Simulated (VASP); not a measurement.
# Co2Bi (Fd-3m) in VASP: further runs

The runs below take Co2Bi through single point, relaxation of cell and atoms, with PBE.

Everything below comes from runs of VASP 6.6.1. Logs are shortened: lines on timing, memory, paths and dates and some standing lists are left out, and cuts for length are marked.

## Step 1: The cell of the first run

Symmetry: Fd-3m, No. 227, cubic system. The conventional cell has a = 7.298 Å, b = 7.298 Å, c = 7.298 Å, α = 90.00°, β = 90.00°, γ = 90.00°. Co (site symmetry -3m) has 6 Co at 2.58 Å and 6 Bi at 3.03 Å within 3.4 Å. Bi (site symmetry -43m) has 12 Co at 3.03 Å and 4 Bi at 3.16 Å within 4.0 Å.

## Step 2: Single point, PBE, collinear spin, ferromagnetic start

Contents of INCAR:

```
SYSTEM = Co2Bi
ALGO     = Normal         ! electronic algorithm
EDIFF    = 1E-6           ! SCF threshold, eV
ENCUT    = 520            ! plane-wave cutoff, eV
GGA      = PE             ! functional
ISIF     = 2              ! what is computed and relaxed
ISMEAR   = 0              ! smearing method
ISPIN    = 2              ! spin polarisation
LASPH    = .TRUE.         ! aspherical terms in the spheres
LCHARG   = .FALSE.        ! write CHGCAR
LMAXMIX  = 4              ! l up to which the mixer works
LORBIT   = 11             ! projections on sites
LREAL    = .FALSE.        ! projectors in reciprocal space
LWAVE    = .FALSE.        ! write WAVECAR
MAGMOM   = 1.76 1.76 1.76 1.76 0 0 ! initial moments
NBANDS   = 46             ! bands
NELM     = 150            ! most SCF steps
PREC     = Accurate       ! precision mode
SIGMA    = 0.1            ! smearing width, eV
```

Contents of KPOINTS:

```
k-points
0
G
  4 4 4
  0 0 0
```

Contents of POSCAR:

```
Co2Bi
1.0
    0.0000000000      3.6488415577      3.6488415577
    3.6488415577      0.0000000000      3.6488415577
    3.6488415577      3.6488415577      0.0000000000
Co Bi
4 2
Direct
    0.6250000000      0.6250000000      0.6250000000
    0.1250000000      0.6250000000      0.6250000000
    0.6250000000      0.6250000000      0.1250000000
    0.6250000000      0.1250000000      0.6250000000
    0.0000000000      0.0000000000      0.0000000000
    0.2500000000      0.2500000000      0.2500000000
```

Potentials or basis: VASP PAW PBE potentials, release 64 (Co, Bi_d).

Launch:

```console
$ cat potpaw_PBE.64/Co/POTCAR potpaw_PBE.64/Bi_d/POTCAR > POTCAR
$ mpirun -np 1 vasp_std > vasp.out
```

OUTCAR:

```text
SYSTEM = Co2Bi
   EDIFF = 1E-6
   ENCUT = 520
   GGA = PE
   ISIF = 2
   ISMEAR = 0
   ISPIN = 2
   LASPH = .TRUE.
   LORBIT = 11
   LREAL = .FALSE.
   NELM = 150
   PREC = Accurate

 ion  position               nearest neighbor table
   1  0.625  0.625  0.625-   2 2.58   3 2.58   4 2.58   3 2.58   4 2.58   2 2.58   6 3.03   5 3.03
                             6 3.03   5 3.03   6 3.03   5 3.03
   2  0.125  0.625  0.625-   1 2.58   3 2.58   4 2.58   1 2.58   3 2.58   4 2.58   5 3.03   6 3.03
                             5 3.03   6 3.03   6 3.03   5 3.03
   3  0.625  0.625  0.125-   1 2.58   1 2.58   2 2.58   4 2.58   4 2.58   2 2.58   6 3.03   5 3.03
                             6 3.03   5 3.03   6 3.03   5 3.03
   4  0.625  0.125  0.625-   1 2.58   3 2.58   1 2.58   2 2.58   3 2.58   2 2.58   6 3.03   5 3.03
                             6 3.03   5 3.03   6 3.03   5 3.03
   5  0.000  0.000  0.000-   4 3.03   2 3.03   2 3.03   4 3.03   3 3.03   3 3.03   1 3.03   1 3.03
                             1 3.03   2 3.03   3 3.03   4 3.03   6 3.16   6 3.16   6 3.16   6 3.16
   6  0.250  0.250  0.250-   2 3.03   4 3.03   2 3.03   4 3.03   1 3.03   3 3.03   1 3.03   3 3.03
                             1 3.03   2 3.03   3 3.03   4 3.03   5 3.16   5 3.16   5 3.16   5 3.16

  LATTYP: Found a face centered cubic cell.
 ALAT       =     7.2976831154

  Lattice vectors:

 A1 = (   0.0000000000,   3.6488415577,   3.6488415577)
 A2 = (   3.6488415577,   0.0000000000,   3.6488415577)
 A3 = (   3.6488415577,   3.6488415577,   0.0000000000)

Analysis of symmetry for initial positions (statically):
=====================================================================
 Subroutine PRICEL returns:
 Original cell was already a primitive cell.

 Routine SETGRP: Setting up the symmetry group for a
 face centered cubic supercell.

 Subroutine GETGRP returns: Found 48 space group operations
 (whereof 24 operations were pure point group operations)
 out of a pool of 48 trial point group operations.

The static configuration has the point symmetry T_d .
 The point group associated with its full space group is O_h .

Analysis of symmetry for dynamics (positions and initial velocities):
=====================================================================
 Subroutine PRICEL returns:
 Original cell was already a primitive cell.

 Routine SETGRP: Setting up the symmetry group for a
 face centered cubic supercell.

 Subroutine GETGRP returns: Found 48 space group operations
 (whereof 24 operations were pure point group operations)
 out of a pool of 48 trial point group operations.

The dynamic configuration has the point symmetry T_d .
 The point group associated with its full space group is O_h .

Analysis of structural, dynamic, and magnetic symmetry:
=====================================================================
 Subroutine PRICEL returns:
 Original cell was already a primitive cell.

 Routine SETGRP: Setting up the symmetry group for a
 face centered cubic supercell.

 Subroutine GETGRP returns: Found 48 space group operations
 (whereof 24 operations were pure point group operations)
 out of a pool of 48 trial point group operations.

The overall configuration has the point symmetry T_d .
 The point group associated with its full space group is O_h .

 Subroutine INISYM returns: Found 48 space group operations
 (whereof 24 operations are pure point group operations),
 and found     1 'primitive' translations

----------------------------------------------------------------------------------------

                                     Primitive cell

  volume of cell :      97.1617

  direct lattice vectors                    reciprocal lattice vectors
     0.000000000  3.648841558  3.648841558    -0.137029792  0.137029792  0.137029792
     3.648841558  0.000000000  3.648841558     0.137029792 -0.137029792  0.137029792
     3.648841558  3.648841558  0.000000000     0.137029792  0.137029792 -0.137029792

  length of vectors
     5.160241218  5.160241218  5.160241218     0.237342562  0.237342562  0.237342562

  position of ions in fractional coordinates (direct lattice)
     0.625000000  0.625000000  0.625000000
     0.125000000  0.625000000  0.625000000
     0.625000000  0.625000000  0.125000000
     0.625000000  0.125000000  0.625000000
     0.000000000  0.000000000  0.000000000
     0.250000000  0.250000000  0.250000000

  ion indices of the primitive-cell ions
   primitive index   ion index
                 1           1
                 2           2
                 3           3
                 4           4
                 5           5
                 6           6

----------------------------------------------------------------------------------------

 KPOINTS: k-points

Automatic generation of k-mesh.
 Grid dimensions read from file:
 generate k-points for:    4    4    4

 Generating k-lattice:

  Cartesian coordinates                     Fractional coordinates (reciprocal lattice)
    -0.034257448  0.034257448  0.034257448     0.250000000  0.000000000  0.000000000
     0.034257448 -0.034257448  0.034257448     0.000000000  0.250000000  0.000000000
     0.034257448  0.034257448 -0.034257448     0.000000000  0.000000000  0.250000000

  Length of vectors
     0.059335641  0.059335641  0.059335641

  Shift w.r.t. Gamma in fractional coordinates (k-lattice)
     0.000000000  0.000000000  0.000000000

 Subroutine IBZKPT returns following result:
 ===========================================

 Found      8 irreducible k-points:

 Following reciprocal coordinates:
            Coordinates               Weight
  0.000000  0.000000  0.000000      1.000000
  0.250000  0.000000  0.000000      8.000000
  0.500000  0.000000  0.000000      4.000000
  0.250000  0.250000  0.000000      6.000000
  0.500000  0.250000  0.000000     24.000000
 -0.250000  0.250000  0.000000     12.000000
  0.500000  0.500000  0.000000      3.000000
 -0.250000  0.500000  0.250000      6.000000
   k-points           NKPTS =      8   k-points in BZ     NKDIM =      8   number of bands    NBANDS=     46
   number of dos      NEDOS =    301   number of ions     NIONS =      6
   total plane-waves  NPLWV =  64000
   dimension x,y,z NGX =    40 NGY =   40 NGZ =   40
   dimension x,y,z NGXF=    80 NGYF=   80 NGZF=   80
   ions per type =               4   2
   NGX,Y,Z   is equivalent  to a cutoff of  12.89, 12.89, 12.89 a.u.
   NGXF,Y,Z  is equivalent  to a cutoff of  25.77, 25.77, 25.77 a.u.
 SYSTEM =  Co2Bi
   PREC   = accura    normal or accurate (medium, high low for compatibility)
   ISTART =      0    job   : 0-new  1-cont  2-samecut
   ICHARG =      2    charge: 1-file 2-atom 10-const
   ISPIN  =      2    spin polarized calculation?
   LNONCOLLINEAR =      F non collinear calculations
   LSORBIT =      F    spin-orbit coupling
   LASPH  =      T    aspherical Exc in radial PAW
   ENCUT  =  520.0 eV  38.22 Ry    6.18 a.u.   9.59  9.59  9.59*2*pi/ulx,y,z
   NELM   =    150;   NELMIN=  2; NELMDL= -5     # of ELM steps
   EDIFF  = 0.1E-05   stopping-criterion for ELM
   LREAL  =      F    real-space projection
   EDIFFG = 0.1E-04   stopping-criterion for IOM
   NSW    =      0    number of steps for IOM
   IBRION =     -1    ionic relax: 0-MD 1-quasi-New 2-CG
   NFREE  =      0    steps in history (QN), initial steepest desc. (CG)
   ISIF   =      2    stress and relaxation
   ISYM   =      2    0-nonsym 1-usesym 2-fastsym
   POTIM  = 0.5000    time-step for ionic-motion
   TEBEG  =    0.0;   TEEND  =   0.0 temperature during run
   PSTRESS=    0.0 pullay stress
   NELECT =      66.0000    total number of electrons
   NUPDOWN=      -1.0000    fix difference up-down
   EMIN   =  10.00;   EMAX   =-10.00  energy-range for DOS
   EFERMI =   0.00;   METHOD = LEGACY
   ISMEAR =     0;   SIGMA  =   0.10  broadening in eV -4-tet -1-fermi 0-gaus
   EFERMI_NEDOS =   21; number of points for ismear=-14 and -15
   IALGO  =     38    algorithm
   IMIX   =      4    mixing-type and parameters
     AMIX     =   0.40;   BMIX     =  1.00
     AMIX_MAG =   1.60;   BMIX_MAG =  1.00
  volume/ion in A,a.u.               =      16.19       109.28
  Fermi-wavevector in a.u.,A,eV,Ry     =   1.439101  2.719506 28.177807  2.071010
  Thomas-Fermi vector in A             =   2.557994
   LORBIT       =     11    0 simple, 1 ext, 2 COOP (PROOUT), +10 PAW based schemes
   GGA     = PE    functional components
   LHFCALC =     F    Hartree Fock is set to
   AEXX    =    0.0000 exact exchange contribution
   IVDW    =     0    specifies the selected vdW correction
   LEPSILON=     F    determine dielectric tensor
   LRPA    =     F    only Hartree local field effects (RPA)
 spin polarized calculation
 Gauss-broadening in eV      SIGMA  =   0.10
  energy-cutoff  :      520.00
  volume of cell :       97.16
 maximum number of plane-waves:      2685
 NGX is ok and might be reduce to    40
   NGX = 19   NGY = 19   NGZ = 19

 number of electron      65.9999970 magnetization       6.0000342

 Free energy of the ion-electron system (eV)
  ---------------------------------------------------
  ext. energy  EPLUGINS =         0.00000000
  ---------------------------------------------------
  free energy    TOTEN  =       -33.13222854 eV

  energy without entropy =      -33.06784634  energy(sigma->0) =      -33.10003744

 E-fermi :  10.1765     XC(G=0): -12.1614

 val. band max:       10.1728260931   @ k =   0.5000   0.2500   0.0000
 cond. band min:      10.1861956758   @ k =   0.5000   0.0000   0.0000
 fundamental gap:      0.0133695827
 Fermi energy:        10.1764800760

 spin component 1

 k-point     1 :       0.0000    0.0000    0.0000
  band No.  band energies     occupation
      1     -13.0417      1.00000
      2     -13.0417      1.00000
      3     -13.0417      1.00000
      4     -13.0017      1.00000
      5     -13.0017      1.00000
      6     -12.8318      1.00000
[... 37 lines left out ...]
     44      15.1457      0.00000
     45      15.1457      0.00000
[... 294 lines left out ...]
      4     -12.9595      1.00000
      5     -12.9212      1.00000
      6     -12.9212      1.00000
[... 37 lines left out ...]
     44      16.4332      0.00000
     45      17.2858      0.00000
 Fermi energy:        10.1764800760

 spin component 2

 k-point     1 :       0.0000    0.0000    0.0000
  band No.  band energies     occupation
      1     -13.0426      1.00000
      2     -13.0426      1.00000
      3     -13.0426      1.00000
      4     -13.0052      1.00000
      5     -13.0052      1.00000
      6     -12.8342      1.00000
[... 37 lines left out ...]
     44      15.8756      0.00000
     45      15.8756      0.00000
[... 294 lines left out ...]
      4     -12.9615      1.00000
      5     -12.9240      1.00000
      6     -12.9240      1.00000
[... 37 lines left out ...]
     44      16.7012      0.00000
     45      17.6045      0.00000
 [bands above 45 left out]

------------------------ aborting loop because EDIFF is reached ----------------------------------------

  FORCE on cell =-STRESS in cart. coord.  units (eV):
  Direction    XX          YY          ZZ          XY          YZ          ZX
  --------------------------------------------------------------------------------------
  -------------------------------------------------------------------------------------
  Total       -0.2062763     -0.2062763     -0.2062763     -0.0000000     -0.0000000      0.0000000
  in kB       -3.4014562     -3.4014562     -3.4014562     -0.0000000     -0.0000000      0.0000000
  external PRESSURE =      -3.4014562 kB  Pullay stress =       0.0000000 kB

 VOLUME and BASIS-vectors are now :
 -----------------------------------------------------------------------------
  energy-cutoff  :      520.00
  volume of cell :       97.16
      direct lattice vectors                 reciprocal lattice vectors
     0.000000000  3.648841558  3.648841558    -0.137029792  0.137029792  0.137029792
     3.648841558  0.000000000  3.648841558     0.137029792 -0.137029792  0.137029792
     3.648841558  3.648841558  0.000000000     0.137029792  0.137029792 -0.137029792

 POSITION                                       TOTAL-FORCE (eV/Angst)
 -----------------------------------------------------------------------------------
      4.56105      4.56105      4.56105         0.000000     -0.000000      0.000000
      4.56105      2.73663      2.73663         0.000000     -0.000000      0.000000
      2.73663      2.73663      4.56105         0.000000     -0.000000      0.000000
      2.73663      4.56105      2.73663         0.000000     -0.000000      0.000000
      0.00000      0.00000      0.00000         0.000000      0.000000     -0.000000
      1.82442      1.82442      1.82442        -0.000000     -0.000000      0.000000
 -----------------------------------------------------------------------------------
    total drift:                                0.000000     -0.000000      0.000000

  FREE ENERGIE OF THE ION-ELECTRON SYSTEM (eV)
  ---------------------------------------------------
  free  energy   TOTEN  =       -33.1322285426 eV

  energy  without entropy=      -33.0678463449  energy(sigma->0) =      -33.10003744

 total charge

# of ion       s       p       d       tot
------------------------------------------
    1        0.412   0.364   7.280   8.055
    2        0.412   0.364   7.280   8.055
    3        0.412   0.364   7.280   8.055
    4        0.412   0.364   7.280   8.055
    5        1.541   1.310   9.982  12.833
    6        1.541   1.310   9.982  12.833
--------------------------------------------------
tot          4.728   4.078  49.082  57.888

 magnetization (x)

# of ion       s       p       d       tot
------------------------------------------
    1        0.004  -0.010   1.547   1.542
    2        0.004  -0.010   1.547   1.542
    3        0.004  -0.010   1.547   1.542
    4        0.004  -0.010   1.547   1.542
    5        0.017  -0.025  -0.011  -0.020
    6        0.017  -0.025  -0.011  -0.020
--------------------------------------------------
tot          0.050  -0.089   6.167   6.128
```

Run time: 3.2 min. Hardware: 1 thread of Intel Xeon 8259CL, shared host; peak memory 0.31 GiB.

What came out:

```yaml
Free_energy: -33.1322 eV
Pressure: -0.3 GPa
Band_gap_on_the_k_mesh: zero (filled and empty bands overlap)
Net_moment: 6.00 μB per cell
Site_moments: Co +1.54; Bi -0.02 μB
Valence_electrons_inside_the_program's_atomic_spheres: Co 8.05; Bi 12.83
```

Caveat: the k points lie up to 0.37 Å⁻¹ apart; spin-orbit coupling is left out, which moves the levels of the heavy elements.

[end of part 1 of 2]
